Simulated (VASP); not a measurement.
# B2Pt2Cl (P4mm) in VASP: a series of runs

The runs below take B2Pt2Cl through single point, with PBE.

Program: VASP 6.6.1. These are calculated values, not measurements. Logs are shortened: lines on timing, memory, paths and dates and some standing lists are left out, and cuts for length are marked.

**1. The cell of the first run**

The structure is tetragonal, space group P4mm (No. 99). The conventional cell has a = 3.790 Å, b = 3.790 Å, c = 7.187 Å, α = 90.00°, β = 90.00°, γ = 90.00°. B (site symmetry 2mm) has 1 Pt at 1.86 Å within 2.5 Å. Within 2.5 Å of Pt (site symmetry 2mm) lie 1 B at 1.86 Å. Within 3.8 Å of Cl (site symmetry 4mm) lie 4 Pt at 2.80 Å and 4 B at 3.77 Å and 4 Cl at 3.79 Å.

The cell was generated, and may not be a known phase.

**2. Single point, PBE**

The input, INCAR:

```
ALGO = Normal ; EDIFF = 1E-6
ENCUT = 570 ; GGA = PE
GGA_COMPAT = F ; ISIF = 2
ISMEAR = 0 ; LASPH = T
LCHARG = F ; LREAL = F
LWAVE = F ; NBANDS = 32
NELM = 120 ; PREC = Accurate
SIGMA = 0.1
```

The input, KPOINTS:

```
k-points
0
Gamma
  4 4 4
```

The input, POSCAR:

```
B2Pt2Cl
1.0
    3.7895125459      0.0000000000      0.0000000000
    0.0000000000      3.7895125459      0.0000000000
    0.0000000000      0.0000000000      7.1870316363
B Pt Cl
2 2 1
Direct
    0.5000000000      0.0000000000      0.3217836880
    0.0000000000      0.5000000000      0.3217836880
    0.5000000000      0.0000000000      0.5810733045
    0.0000000000      0.5000000000      0.5810733045
    0.0000000000      0.0000000000      0.8676900950
```

Potentials or basis: VASP PAW PBE potentials, release 64 (B, Pt_sv_GW, Cl).

Started as:

```bash
cat potpaw_PBE.64/B/POTCAR potpaw_PBE.64/Pt_sv_GW/POTCAR potpaw_PBE.64/Cl/POTCAR > POTCAR
mpirun -np 1 vasp_std > vasp.out
```

OUTCAR:

```text
EDIFF = 1E-6
   ENCUT = 570
   GGA = PE
   ISIF = 2
   ISMEAR = 0
   LASPH = T
   LREAL = F
   NELM = 120
   PREC = Accurate

 ion  position               nearest neighbor table
   1  0.500  0.000  0.322-   3 1.86
   2  0.000  0.500  0.322-   4 1.86
   3  0.500  0.000  0.581-   1 1.86   4 2.68   4 2.68   4 2.68   4 2.68   5 2.80   5 2.80
   4  0.000  0.500  0.581-   2 1.86   3 2.68   3 2.68   3 2.68   3 2.68   5 2.80   5 2.80
   5  0.000  0.000  0.868-   3 2.80   4 2.80   4 2.80   3 2.80

  LATTYP: Found a simple tetragonal cell.
 ALAT       =     3.7895125459
 C/A-ratio  =     1.8965583434

  Lattice vectors:

 A1 = (   3.7895125459,   0.0000000000,   0.0000000000)
 A2 = (   0.0000000000,   3.7895125459,   0.0000000000)
 A3 = (   0.0000000000,   0.0000000000,   7.1870316363)

Analysis of symmetry for initial positions (statically):
=====================================================================
 Subroutine PRICEL returns:
 Original cell was already a primitive cell.

 Routine SETGRP: Setting up the symmetry group for a
 simple tetragonal supercell.

 Subroutine GETGRP returns: Found  8 space group operations
 (whereof  8 operations were pure point group operations)
 out of a pool of 16 trial point group operations.

The static configuration has the point symmetry C_4v.

Analysis of symmetry for dynamics (positions and initial velocities):
=====================================================================
 Subroutine PRICEL returns:
 Original cell was already a primitive cell.

 Routine SETGRP: Setting up the symmetry group for a
 simple tetragonal supercell.

 Subroutine GETGRP returns: Found  8 space group operations
 (whereof  8 operations were pure point group operations)
 out of a pool of 16 trial point group operations.

The dynamic configuration has the point symmetry C_4v.

 Subroutine INISYM returns: Found  8 space group operations
 (whereof  8 operations are pure point group operations),
 and found     1 'primitive' translations

----------------------------------------------------------------------------------------

                                     Primitive cell

[... 85 lines left out ...]
   LSORBIT =      F    spin-orbit coupling
   LASPH  =      T    aspherical Exc in radial PAW
   ENCUT  =  570.0 eV  41.89 Ry    6.47 a.u.   7.38  7.38 13.99*2*pi/ulx,y,z
   NELM   =    120;   NELMIN=  2; NELMDL= -5     # of ELM steps
   EDIFF  = 0.1E-05   stopping-criterion for ELM
   LREAL  =      F    real-space projection
   EDIFFG = 0.1E-04   stopping-criterion for IOM
   NSW    =      0    number of steps for IOM
   IBRION =     -1    ionic relax: 0-MD 1-quasi-New 2-CG
   NFREE  =      0    steps in history (QN), initial steepest desc. (CG)
   ISIF   =      2    stress and relaxation
   ISYM   =      2    0-nonsym 1-usesym 2-fastsym
   POTIM  = 0.5000    time-step for ionic-motion
   TEBEG  =    0.0;   TEEND  =   0.0 temperature during run
   PSTRESS=    0.0 pullay stress
   NELECT =      49.0000    total number of electrons
   NUPDOWN=      -1.0000    fix difference up-down
   EMIN   =  10.00;   EMAX   =-10.00  energy-range for DOS
   EFERMI =   0.00;   METHOD = LEGACY
   ISMEAR =     0;   SIGMA  =   0.10  broadening in eV -4-tet -1-fermi 0-gaus
   EFERMI_NEDOS =   21; number of points for ismear=-14 and -15
   IALGO  =     38    algorithm
   IMIX   =      4    mixing-type and parameters
     AMIX     =   0.40;   BMIX     =  1.00
     AMIX_MAG =   1.60;   BMIX_MAG =  1.00
  volume/ion in A,a.u.               =      20.64       139.30
  Fermi-wavevector in a.u.,A,eV,Ry     =   1.277129  2.413424 22.191899  1.631059
  Thomas-Fermi vector in A             =   2.409746
   LORBIT       =      0    0 simple, 1 ext, 2 COOP (PROOUT), +10 PAW based schemes
   GGA     = PE    functional components
   LHFCALC =     F    Hartree Fock is set to
   AEXX    =    0.0000 exact exchange contribution
   IVDW    =     0    specifies the selected vdW correction
   LEPSILON=     F    determine dielectric tensor
   LRPA    =     F    only Hartree local field effects (RPA)
 non-spin polarized calculation
 Gauss-broadening in eV      SIGMA  =   0.10
  energy-cutoff  :      570.00
  volume of cell :      103.21
 maximum number of plane-waves:      3224
 NGX is ok and might be reduce to    30
   NGX = 15   NGY = 15   NGZ = 27

 number of electron      48.9999998 magnetization

 Free energy of the ion-electron system (eV)
  ---------------------------------------------------
  ext. energy  EPLUGINS =         0.00000000
  ---------------------------------------------------
  free energy    TOTEN  =       -22.05655570 eV

  energy without entropy =      -22.04000469  energy(sigma->0) =      -22.04828020

 E-fermi :   2.5779     XC(G=0):  -9.4678

 val. band max:        2.5609509569   @ k =   0.2500   0.2500   0.2500
 cond. band min:       2.6164017848   @ k =   0.0000   0.0000   0.5000
 fundamental gap:      0.0554508280
 Fermi energy:         2.5779050226

 k-point     1 :       0.0000    0.0000    0.0000
  band No.  band energies     occupation
      1     -95.7570      2.00000
      2     -95.7216      2.00000
      3     -50.1877      2.00000
      4     -50.1212      2.00000
      5     -49.9700      2.00000
      6     -49.9700      2.00000
[... 619 lines left out ...]
     31       8.5956      0.00000
     32       8.5956      0.00000

------------------------ aborting loop because EDIFF is reached ----------------------------------------

  FORCE on cell =-STRESS in cart. coord.  units (eV):
  Direction    XX          YY          ZZ          XY          YZ          ZX
  --------------------------------------------------------------------------------------
  -------------------------------------------------------------------------------------
  Total       -0.3904931     -0.3904931     -0.4745092      0.0000000      0.0000000      0.0000000
  in kB       -6.0618842     -6.0618842     -7.3661224      0.0000000      0.0000000      0.0000000
  external PRESSURE =      -6.4966303 kB  Pullay stress =       0.0000000 kB

 VOLUME and BASIS-vectors are now :
 -----------------------------------------------------------------------------
  energy-cutoff  :      570.00
  volume of cell :      103.21
      direct lattice vectors                 reciprocal lattice vectors
     3.789512546  0.000000000  0.000000000     0.263886183  0.000000000  0.000000000
     0.000000000  3.789512546  0.000000000     0.000000000  0.263886183  0.000000000
     0.000000000  0.000000000  7.187031636     0.000000000  0.000000000  0.139139502

 POSITION                                       TOTAL-FORCE (eV/Angst)
 -----------------------------------------------------------------------------------
      1.89476      0.00000      2.31267        -0.000000     -0.000000      0.000038
      0.00000      1.89476      2.31267        -0.000000      0.000000      0.000038
      1.89476      0.00000      4.17619         0.000000      0.000000      0.001267
      0.00000      1.89476      4.17619        -0.000000      0.000000      0.001267
      0.00000      0.00000      6.23612        -0.000000      0.000000     -0.002610
 -----------------------------------------------------------------------------------
    total drift:                                0.000000      0.000000     -0.001600

  FREE ENERGIE OF THE ION-ELECTRON SYSTEM (eV)
  ---------------------------------------------------
  free  energy   TOTEN  =       -22.0565556967 eV

  energy  without entropy=      -22.0400046950  energy(sigma->0) =      -22.04828020
```

OSZICAR:

```text
N       E                     dE             d eps       ncg     rms          rms(c)
DAV:   1     0.460970695444E+03    0.46097E+03   -0.32187E+04  1448   0.156E+03
DAV:   2    -0.127179432511E+01   -0.46224E+03   -0.44257E+03  1488   0.447E+02
DAV:   3    -0.296379203551E+02   -0.28366E+02   -0.27401E+02  1424   0.106E+02
DAV:   4    -0.302136931084E+02   -0.57577E+00   -0.57381E+00  1336   0.156E+01
DAV:   5    -0.302290246803E+02   -0.15332E-01   -0.15326E-01  1504   0.204E+00    0.107E+02
DAV:   6    -0.299281752894E+02    0.30085E+00   -0.84728E+01  1552   0.579E+01    0.725E+01
DAV:   7    -0.228529274815E+02    0.70752E+01   -0.31466E+01  1408   0.376E+01    0.343E+01
DAV:   8    -0.221502644931E+02    0.70266E+00   -0.26841E+00  1272   0.964E+00    0.596E+00
DAV:   9    -0.220700184187E+02    0.80246E-01   -0.55090E-01  1456   0.456E+00    0.282E+00
DAV:  10    -0.221418202524E+02   -0.71802E-01   -0.29081E-01  1392   0.395E+00    0.341E+00
DAV:  11    -0.220569856404E+02    0.84835E-01   -0.13358E-01  1424   0.264E+00    0.567E-01
DAV:  12    -0.220566941799E+02    0.29146E-03   -0.80802E-03  1272   0.562E-01    0.367E-01
DAV:  13    -0.220567510715E+02   -0.56892E-04   -0.96410E-04  1424   0.187E-01    0.263E-01
DAV:  14    -0.220567486352E+02    0.24364E-05   -0.88083E-04  1408   0.219E-01    0.202E-01
DAV:  15    -0.220565856151E+02    0.16302E-03   -0.11807E-04  1424   0.883E-02    0.119E-01
DAV:  16    -0.220565578678E+02    0.27747E-04   -0.48438E-05  1408   0.406E-02    0.725E-02
DAV:  17    -0.220565566189E+02    0.12489E-05   -0.51161E-06  1216   0.141E-02    0.482E-02
DAV:  18    -0.220565556967E+02    0.92211E-06   -0.98836E-07   744   0.748E-03
   1 F= -.22056556E+02 E0= -.22048280E+02  d E =-.165510E-01
```

It took 76 s on 1 thread of Intel Xeon Platinum 8259CL at 2.50GHz (Skylake/Cascade Lake), shared host; peak memory 0.26 GiB.

What came out:

* Free energy: -22.0566 eV
* Pressure: -0.6 GPa
* Band gap on the k mesh: zero (an odd number of electrons rules out a gap without spin polarisation)

Forces in eV/Å, atoms in the order of the input:
```
B    0.000  0.000  0.000
B    0.000  0.000  0.000
Pt   0.000  0.000  0.001
Pt   0.000  0.000  0.001
Cl   0.000  0.000 -0.003
```

Caveat: the k points lie up to 0.41 Å⁻¹ apart, too coarse for converged energies and pressures of a metal; spin-orbit coupling is left out, which moves the levels of the heavy elements; this functional lacks dispersion, which binds layers or chains, so the pressure and a relaxed spacing across them are unreliable; an odd number of electrons without spin polarisation forces a metal; a magnetic or distorted state may lie lower.

**3. Single point, PBE**

This run uses another cell than the first one, of 20.35 Å³/atom.

The input, INCAR:

```
SYSTEM = B2Pt2Cl
PREC = Accurate
ENCUT = 570
EDIFF = 1E-6
ISMEAR = 0
SIGMA = 0.1
LREAL = .FALSE.
LASPH = .TRUE.
NELM = 120
ALGO = Normal
ISIF = 2
LWAVE = .FALSE.
LCHARG = .FALSE.
GGA = PE
NBANDS = 32
GGA_COMPAT = .FALSE.
```

The input, KPOINTS:

```
regular mesh
0
G
  6 6 2
  0 0 0
```

The input, POSCAR:

```
B2Pt2Cl
1.0
    3.7479178445      0.0000000000      0.0000000000
    0.0000000000      3.7479178445      0.0000000000
    0.0000000000      0.0000000000      7.2438503672
B Pt Cl
2 2 1
Direct
    0.5000000000      0.0000000000      0.3222316495
    0.0000000000      0.5000000000      0.3222316495
    0.5000000000      0.0000000000      0.5804064633
    0.0000000000      0.5000000000      0.5804064633
    0.0000000000      0.0000000000      0.8681278543
```

Potentials or basis: VASP PAW PBE potentials, release 64 (B, Pt_sv_GW, Cl).

Started as:

```bash
cat potpaw_PBE.64/B/POTCAR potpaw_PBE.64/Pt_sv_GW/POTCAR potpaw_PBE.64/Cl/POTCAR > POTCAR
mpirun -np 1 vasp_std > vasp.out
```

Wall time 50 s (1 thread of AMD EPYC 9R45 (Zen 5), shared host); peak memory 0.22 GiB.

It converged, with:

| Item | Value |
| --- | --- |
| Free energy | -22.1210 eV |
| Pressure | -0.3 GPa |
| Largest force | 0.026 eV/Å |
| Band gap on the k mesh | zero (an odd number of electrons rules out a gap without spin polarisation) |

Forces on the atoms (eV/Å):
```
B    0.000  0.000 -0.026
B    0.000  0.000 -0.026
Pt   0.000  0.000  0.024
Pt   0.000  0.000  0.024
Cl   0.000  0.000  0.006
```

Stress tensor (GPa, compression positive):
```
-0.27  0.00  0.00
 0.00 -0.27  0.00
 0.00  0.00 -0.45
```

Levels at points of the mesh, in eV from the Fermi level:
| k point | band 23 | band 24 | band 25 | band 26 | band 27 | band 28 |
| --- | --- | --- | --- | --- | --- | --- |
| (0.00, 0.00, 0.00) | 0.08 | 1.43 | 1.51 | 1.51 | 1.57 | 2.52 |
| (0.50, 0.00, 0.00) | -1.38 | -1.08 | -0.57 | 0.51 | 3.38 | 3.50 |
| (0.50, 0.50, 0.00) | -1.18 | -0.72 | -0.72 | 0.23 | 2.96 | 3.64 |
| (0.00, 0.00, 0.50) | 0.08 | 1.36 | 1.36 | 1.37 | 1.57 | 3.51 |
| (0.50, 0.00, 0.50) | -1.04 | -0.87 | -0.30 | -0.06 | 3.40 | 3.40 |
| (0.50, 0.50, 0.50) | -1.13 | -0.31 | -0.31 | 0.84 | 2.82 | 3.56 |

Caveat: the k points lie up to 0.43 Å⁻¹ apart, too coarse for converged energies and pressures of a metal; spin-orbit coupling is left out, which moves the levels of the heavy elements; this functional lacks dispersion, which binds layers or chains, so the pressure and a relaxed spacing across them are unreliable; an odd number of electrons without spin polarisation forces a metal; a magnetic or distorted state may lie lower.

**4. Single point, PBE**

This run uses another cell than the first one, of 20.78 Å³/atom.

The input, INCAR:

```
PREC = Accurate
ENCUT = 570
EDIFF = 1E-6
ISMEAR = 0
SIGMA = 0.1
LREAL = F
LASPH = T
NELM = 120
ALGO = Normal
ISIF = 2
LWAVE = F
LCHARG = F
GGA = PE
NBANDS = 32
GGA_COMPAT = F
```

The input, KPOINTS:

```
regular mesh
0
Gamma
  10 10 6
```

The input, POSCAR:

```
B2Pt2Cl
1.0
    3.7518186086      0.0000000000      0.0000000000
    0.0000000000      3.7518186086      0.0000000000
    0.0000000000      0.0000000000      7.3802092014
B Pt Cl
2 2 1
Direct
    0.5000000000      0.0000000000      0.3259571146
    0.0000000000      0.5000000000      0.3259571146
    0.5000000000      0.0000000000      0.5794959659
    0.0000000000      0.5000000000      0.5794959659
    0.0000000000      0.0000000000      0.8624979190
```

Started as:

```bash
cat potpaw_PBE.64/B/POTCAR potpaw_PBE.64/Pt_sv_GW/POTCAR potpaw_PBE.64/Cl/POTCAR > POTCAR
mpirun -np 1 vasp_std > vasp.out
```

Run time: 5.7 min. Hardware: 1 thread of Intel Xeon Platinum 8175M at 2.50GHz (Skylake/Cascade Lake), shared host; peak memory 0.43 GiB.

The run converged. Its results:

| Property | Result |
| --- | --- |
| Free energy | -22.1120 eV |
| Pressure | -0.5 GPa |
| Largest force | 0.034 eV/Å |
| Band gap on the k mesh | zero (an odd number of electrons rules out a gap without spin polarisation) |

Forces on the atoms (eV/Å):
```
B    0.000  0.000 -0.029
B    0.000  0.000 -0.029
Pt   0.000  0.000  0.034
Pt   0.000  0.000  0.034
Cl   0.000  0.000 -0.010
```

Stress tensor (GPa, compression positive):
```
-0.54  0.00  0.00
 0.00 -0.54  0.00
 0.00  0.00 -0.41
```

Levels at points of the mesh, in eV from the Fermi level:
```tsv
k point	band 22	band 23	band 24	band 25	band 26	band 27	band 28	band 29
(0.00, 0.00, 0.00)	-1.04	0.11	1.46	1.54	1.54	1.59	2.58	5.57
(0.50, 0.00, 0.00)	-1.77	-1.30	-1.02	-0.49	0.49	3.43	3.54	4.36
(0.50, 0.50, 0.00)	-1.25	-1.12	-0.63	-0.63	0.33	2.99	3.67	3.67
(0.00, 0.00, 0.50)	-1.26	0.11	1.42	1.42	1.42	1.59	3.49	5.77
(0.50, 0.00, 0.50)	-1.93	-0.99	-0.87	-0.21	-0.06	3.44	3.46	4.41
(0.50, 0.50, 0.50)	-1.25	-1.08	-0.30	-0.30	0.84	2.87	3.59	3.59
```

Caveat: spin-orbit coupling is left out, which moves the levels of the heavy elements; this functional lacks dispersion, which binds layers or chains, so the pressure and a relaxed spacing across them are unreliable; an odd number of electrons without spin polarisation forces a metal; a magnetic or distorted state may lie lower.

**5. The runs side by side**

```tsv
cell	k mesh	gap on the mesh (eV)	pressure (GPa)	largest force (eV/Å)
a = 3.790, b = 3.790, c = 7.187 Å, 5 atoms, atomic positions A	4 × 4 × 4	none	-0.6	-
a = 3.748, b = 3.748, c = 7.244 Å, 5 atoms, atomic positions B	6 × 6 × 2	none	-0.3	0.03
a = 3.752, b = 3.752, c = 7.380 Å, 5 atoms, atomic positions C	10 × 10 × 6	none	-0.5	0.03
```

Alike in all rows: task single point; level PBE; potentials or basis VASP PAW PBE potentials, release 64 (B, Pt_sv_GW, Cl); no spin polarisation; cutoff (eV) 570; smearing gaussian 0.1 eV.

Caveats: some runs use coarse meshes; spin-orbit coupling is left out, which moves the levels of the heavy elements; this functional lacks dispersion, which binds layers or chains, so the pressure and a relaxed spacing across them are unreliable; an odd number of electrons without spin polarisation forces a metal; a magnetic or distorted state may lie lower.

Absolute energies hang on the potentials; compare differences alone.

The gap in the log of VASP goes by the Fermi energy; the results here count the filled bands.